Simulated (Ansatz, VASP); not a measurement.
**Two plane-wave programs on KF**

File INCAR:

```
SYSTEM = KF
PREC = Accurate
ENCUT = 520
EDIFF = 1E-6
ISMEAR = 0
SIGMA = 0.05
LREAL = .FALSE.
LASPH = .TRUE.
NELM = 100
ALGO = Normal
ISIF = 2
LWAVE = .FALSE.
LCHARG = .TRUE.
GGA = CA
LELF = .TRUE.
LVHAR = .TRUE.
NBANDS = 15
```

KPOINTS

```
regular mesh
0
G
  8 8 8
  0 0 0
```

The input POSCAR:

```
KF
1.0
    0.0000000000      2.5817196783      2.1944617266
    2.4461793952      0.0000000000      2.1944617266
    2.4461793952      2.5817196783      0.0000000000
K F
1 1
Direct
    0.0000000000      0.0000000000      0.0000000000
    0.5000000000      0.5000000000      0.5000000000
```

Input for Ansatz:

```yaml
crystal:
  lattice:
    - [0.0, 2.5817196783, 2.1944617266]
    - [2.4461793952, 0.0, 2.1944617266]
    - [2.4461793952, 2.5817196783, 0.0]
  atoms:
    - { symbol: K, position: [0.0, 0.0, 0.0] }
    - { symbol: F, position: [0.5, 0.5, 0.5] }
basis:
  ecutwfc: 520.0
kpoints:
  mp_grid: { grid: [8, 8, 8] }
hamiltonian:
  xc: lda
scf:
  occupations: { method: gaussian, width: 0.05 }
output:
  forces: true
  stress: true
  eigenvalues: true
```

Change from the starting cell: normal strain along x -0.0525, normal strain along z -0.1500.

Alike in both runs: task single point; functional LDA; k mesh 8 × 8 × 8; occupations gaussian, width 0.05 eV; no spin polarisation.

|  | VASP | Ansatz |
| --- | --- | --- |
| version | VASP 6.6.1 | Ansatz 0.2.0 |
| potentials or method | VASP PAW LDA potentials, release 64 (K_sv, F), cutoff 520 eV | scalar-relativistic, plane waves, PAW |
| valence electrons in the cell | 16 | 16 |

```csv
,VASP,Ansatz,Ansatz less VASP
gap on the k mesh at the Fermi level (eV),6.47,6.50,+0.031
least direct gap on the mesh (eV),6.57,6.61,+0.039
pressure (GPa),22.6,21.4,-1.14
"traceless stress, the component that is largest in VASP (GPa)",26.22,25.02,-1.203
```

LDA's correlation is that of Perdew and Zunger in VASP and of Perdew and Wang (1992) in Ansatz.
